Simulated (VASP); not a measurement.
# Cu in VASP: notebook, part 3 of 3

VASP 6.6.1. Earlier steps stand in the parts before.

## (5) Single point, PBEsol

File INCAR:

```
PREC = Accurate
ENCUT = 520
EDIFF = 1E-7
ISMEAR = -1
SIGMA = 0.1
LREAL = F
LASPH = T
NELM = 60
ALGO = Normal
ISIF = 2
LWAVE = F
LCHARG = F
LDIPOL = T
IDIPOL = 3
DIPOL = 0.5 0.5 0.500
GGA = PS
NBANDS = 30
```

File KPOINTS:

```
Automatic mesh
0
Gamma
  14 10 1
```

File POSCAR:

```
Cu
1.0
    2.5198192003      0.0000000000      0.0000000000
    0.0000000000      3.5635624878      0.0000000000
    0.0000000000      0.0000000000     19.7797000000
Cu
4
Direct
    0.2500000000      0.2500000000      0.4092123972
    0.7500000000      0.7500000000      0.4651951732
    0.2500000000      0.2500000000      0.5348041790
    0.7500000000      0.7500000000      0.5907882502
```

Potentials or basis: VASP PAW PBE potentials, release 64 (Cu).

On the command line:

```
$ cat potpaw_PBE.64/Cu/POTCAR > POTCAR
$ mpirun -np 1 vasp_std > vasp.out
```

OUTCAR:

```text
PREC = Accurate
   ENCUT = 520
   EDIFF = 1E-7
   ISMEAR = -1
   LREAL = F
   LASPH = T
   NELM = 60
   ISIF = 2
   GGA = PS

 ion  position               nearest neighbor table
   1  0.250  0.250  0.409-   2 2.45   2 2.45   2 2.45   2 2.45   3 2.48
   2  0.750  0.750  0.465-   1 2.45   1 2.45   1 2.45   1 2.45   4 2.48   3 2.58   3 2.58   3 2.58
                             3 2.58
   3  0.250  0.250  0.535-   4 2.45   4 2.45   4 2.45   4 2.45   1 2.48   2 2.58   2 2.58   2 2.58
                             2 2.58
   4  0.750  0.750  0.591-   3 2.45   3 2.45   3 2.45   3 2.45   2 2.48

  LATTYP: Found a simple orthorhombic cell.
 ALAT       =     2.5198192003
 B/A-ratio  =     1.4142135624
 C/A-ratio  =     7.8496504819

  Lattice vectors:

 A1 = (   2.5198192003,   0.0000000000,   0.0000000000)
 A2 = (   0.0000000000,   3.5635624878,   0.0000000000)
 A3 = (   0.0000000000,   0.0000000000,  19.7797000000)

Analysis of symmetry for initial positions (statically):
=====================================================================
 Subroutine PRICEL returns:
 Original cell was already a primitive cell.

 Routine SETGRP: Setting up the symmetry group for a
 simple orthorhombic supercell.

 Subroutine GETGRP returns: Found  8 space group operations
 (whereof  2 operations were pure point group operations)
 out of a pool of  8 trial point group operations.

The static configuration has the point symmetry S_2 .
 The point group associated with its full space group is D_2h.

Analysis of symmetry for dynamics (positions and initial velocities):
=====================================================================
 Subroutine PRICEL returns:
 Original cell was already a primitive cell.

 Routine SETGRP: Setting up the symmetry group for a
 simple orthorhombic supercell.

 Subroutine GETGRP returns: Found  8 space group operations
 (whereof  2 operations were pure point group operations)
 out of a pool of  8 trial point group operations.

The dynamic configuration has the point symmetry S_2 .
 The point group associated with its full space group is D_2h.

 Subroutine INISYM returns: Found  8 space group operations
 (whereof  2 operations are pure point group operations),
 and found     1 'primitive' translations

----------------------------------------------------------------------------------------

                                     Primitive cell

  volume of cell :     177.6125

  direct lattice vectors                    reciprocal lattice vectors
     2.519819200  0.000000000  0.000000000     0.396853869  0.000000000  0.000000000
     0.000000000  3.563562488  0.000000000     0.000000000  0.280618062  0.000000000
     0.000000000  0.000000000 19.779700000     0.000000000  0.000000000  0.050556884

  length of vectors
     2.519819200  3.563562488 19.779700000     0.396853869  0.280618062  0.050556884

  position of ions in fractional coordinates (direct lattice)
     0.250000000  0.250000000  0.409212397
     0.750000000  0.750000000  0.465195173
     0.250000000  0.250000000  0.534804179
     0.750000000  0.750000000  0.590788250

  ion indices of the primitive-cell ions
   primitive index   ion index
                 1           1
[... 35 lines left out ...]
  0.214286  0.000000  0.000000      2.000000
  0.285714  0.000000  0.000000      2.000000
  0.357143  0.000000  0.000000      2.000000
[... 16 lines left out ...]
  0.428571  0.200000  0.000000      4.000000
  0.500000  0.200000  0.000000      2.000000
 [... further k-points ...]
   k-points           NKPTS =     48   k-points in BZ     NKDIM =     48   number of bands    NBANDS=     30
   number of dos      NEDOS =    301   number of ions     NIONS =      4
   total plane-waves  NPLWV =  84000
   dimension x,y,z NGX =    20 NGY =   28 NGZ =  150
   dimension x,y,z NGXF=    40 NGYF=   56 NGZF=  300
   ions per type =               4
   NGX,Y,Z   is equivalent  to a cutoff of  13.20, 13.06, 12.61 a.u.
   NGXF,Y,Z  is equivalent  to a cutoff of  26.39, 26.12, 25.21 a.u.
 SYSTEM =  unknown system
   PREC   = accura    normal or accurate (medium, high low for compatibility)
   ISTART =      0    job   : 0-new  1-cont  2-samecut
   ICHARG =      2    charge: 1-file 2-atom 10-const
   ISPIN  =      1    spin polarized calculation?
   LNONCOLLINEAR =      F non collinear calculations
   LSORBIT =      F    spin-orbit coupling
   LASPH  =      T    aspherical Exc in radial PAW
   ENCUT  =  520.0 eV  38.22 Ry    6.18 a.u.   4.69  6.63 36.78*2*pi/ulx,y,z
   NELM   =     60;   NELMIN=  2; NELMDL= -5     # of ELM steps
   EDIFF  = 0.1E-06   stopping-criterion for ELM
   LREAL  =      F    real-space projection
   EDIFFG = 0.1E-05   stopping-criterion for IOM
   NSW    =      0    number of steps for IOM
   IBRION =     -1    ionic relax: 0-MD 1-quasi-New 2-CG
   NFREE  =      0    steps in history (QN), initial steepest desc. (CG)
   ISIF   =      2    stress and relaxation
   ISYM   =      2    0-nonsym 1-usesym 2-fastsym
   POTIM  = 0.5000    time-step for ionic-motion
   TEBEG  =    0.0;   TEEND  =   0.0 temperature during run
   PSTRESS=    0.0 pullay stress
   NELECT =      44.0000    total number of electrons
   NUPDOWN=      -1.0000    fix difference up-down
   EMIN   =  10.00;   EMAX   =-10.00  energy-range for DOS
   EFERMI =   0.00;   METHOD = LEGACY
   ISMEAR =    -1;   SIGMA  =   0.10  broadening in eV -4-tet -1-fermi 0-gaus
   EFERMI_NEDOS =   21; number of points for ismear=-14 and -15
   IALGO  =     38    algorithm
   IMIX   =      4    mixing-type and parameters
     AMIX     =   0.40;   BMIX     =  1.00
     AMIX_MAG =   1.60;   BMIX_MAG =  1.00
  volume/ion in A,a.u.               =      44.40       299.65
  Fermi-wavevector in a.u.,A,eV,Ry     =   1.028177  1.942973 14.383372  1.057148
  Thomas-Fermi vector in A             =   2.162160
   LORBIT       =      0    0 simple, 1 ext, 2 COOP (PROOUT), +10 PAW based schemes
   GGA     = PS    functional components
   LHFCALC =     F    Hartree Fock is set to
   AEXX    =    0.0000 exact exchange contribution
   IVDW    =     0    specifies the selected vdW correction
   LEPSILON=     F    determine dielectric tensor
   LRPA    =     F    only Hartree local field effects (RPA)
 non-spin polarized calculation
  energy-cutoff  :      520.00
  volume of cell :      177.61
 maximum number of plane-waves:      4814
 NGX is ok and might be reduce to    20
   NGX =  9   NGY = 13   NGZ = 73

 dipolmoment           0.000000      0.000000     -0.000000 electrons x Angstroem

 number of electron      43.9999962 magnetization

 dipolmoment           0.000000      0.000000      0.000077 electrons x Angstroem

 Free energy of the ion-electron system (eV)
  ---------------------------------------------------
  ext. energy  EPLUGINS =         0.00000000
  ---------------------------------------------------
  free energy    TOTEN  =       -15.12273213 eV

  energy without entropy =      -15.07489980  energy(sigma->0) =      -15.09881596

 E-fermi :  -1.3193     XC(G=0):  -4.3442

 val. band max:       -1.3645743122   @ k =   0.4286   0.0000   0.0000
 cond. band min:      -1.3150304137   @ k =   0.1429   0.1000   0.0000
 fundamental gap:      0.0495438986
 Fermi energy:        -1.3193142043

 k-point     1 :       0.0000    0.0000    0.0000
  band No.  band energies     occupation
      1      -9.9298      2.00000
      2      -7.2527      2.00000
      3      -5.9597      2.00000
      4      -5.3836      2.00000
      5      -5.3301      2.00000
      6      -4.7245      2.00000
[... 781 lines left out ...]
     29       7.9929      0.00000
     30       7.9938      0.00000

 [... further k-points ...]

------------------------ aborting loop because EDIFF is reached ----------------------------------------

 vacuum level on the upper side and lower side of the slab       (xc-potential included)        -0.094        -0.097

  FORCE on cell =-STRESS in cart. coord.  units (eV):
  Direction    XX          YY          ZZ          XY          YZ          ZX
  --------------------------------------------------------------------------------------
  -------------------------------------------------------------------------------------
  Total       -1.8762634     -1.2148820      0.1042664      0.0000000      0.0000000      0.0000000
  in kB      -16.9250876    -10.9590078      0.9405493      0.0000000      0.0000000      0.0000000
  external PRESSURE =      -8.9811821 kB  Pullay stress =       0.0000000 kB

 VOLUME and BASIS-vectors are now :
 -----------------------------------------------------------------------------
  energy-cutoff  :      520.00
  volume of cell :      177.61
      direct lattice vectors                 reciprocal lattice vectors
     2.519819200  0.000000000  0.000000000     0.396853869  0.000000000  0.000000000
     0.000000000  3.563562488  0.000000000     0.000000000  0.280618062  0.000000000
     0.000000000  0.000000000 19.779700000     0.000000000  0.000000000  0.050556884

 POSITION                                       TOTAL-FORCE (eV/Angst)
 -----------------------------------------------------------------------------------
      0.62995      0.89089      8.09410         0.000000      0.000000     -0.041924
      1.88986      2.67267      9.20142         0.000000      0.000000      0.012203
      0.62995      0.89089     10.57827         0.000000      0.000000     -0.012203
      1.88986      2.67267     11.68561         0.000000      0.000000      0.041924
 -----------------------------------------------------------------------------------
    total drift:                               -0.000000      0.000000      0.016592

  FREE ENERGIE OF THE ION-ELECTRON SYSTEM (eV)
  ---------------------------------------------------
  free  energy   TOTEN  =       -15.1227321314 eV

  energy  without entropy=      -15.0748997971  energy(sigma->0) =      -15.09881596

 vacuum level on the upper side and lower side of the slab         3.156         3.155
```

Run time: 4.9 min. Hardware: 1 thread of Intel Xeon Platinum 8488C (Sapphire Rapids), shared host; peak memory 0.37 GiB.

Results:

| Quantity | Value |
| --- | --- |
| Free energy | -15.1227 eV |
| Largest force | 0.042 eV/Å |
| Band gap on the k mesh | zero (bands 22 and 23 overlap by 2.64 eV) |

Forces in eV/Å, atoms in the order of the input:
```
Cu   0.000  0.000 -0.042
Cu   0.000  0.000  0.012
Cu   0.000  0.000 -0.012
Cu   0.000  0.000  0.042
```

Levels at points of the mesh, in eV from the Fermi level:
```csv
k point,band 18,band 19,band 20,band 21,band 22,band 23,band 24,band 25,band 26,band 27
"(0.00, 0.00, 0.00)",-1.84,-1.77,-1.65,-1.57,-1.38,-0.57,2.45,3.07,4.19,4.99
"(0.50, 0.00, 0.00)",-1.68,-1.51,-1.51,0.12,0.12,1.37,1.37,5.25,5.25,8.92
"(0.00, 0.50, 0.00)",-1.69,-1.59,-1.59,-1.54,-1.54,-1.03,-1.03,1.78,1.79,6.10
"(0.50, 0.50, 0.00)",-1.56,-1.45,-1.45,0.58,0.58,3.86,3.86,4.45,4.45,6.25
```

Caveat: the PAW data sets were made with another functional, which shifts forces and pressure a little.

The gap in the log of VASP goes by the Fermi energy; the results here count the filled bands.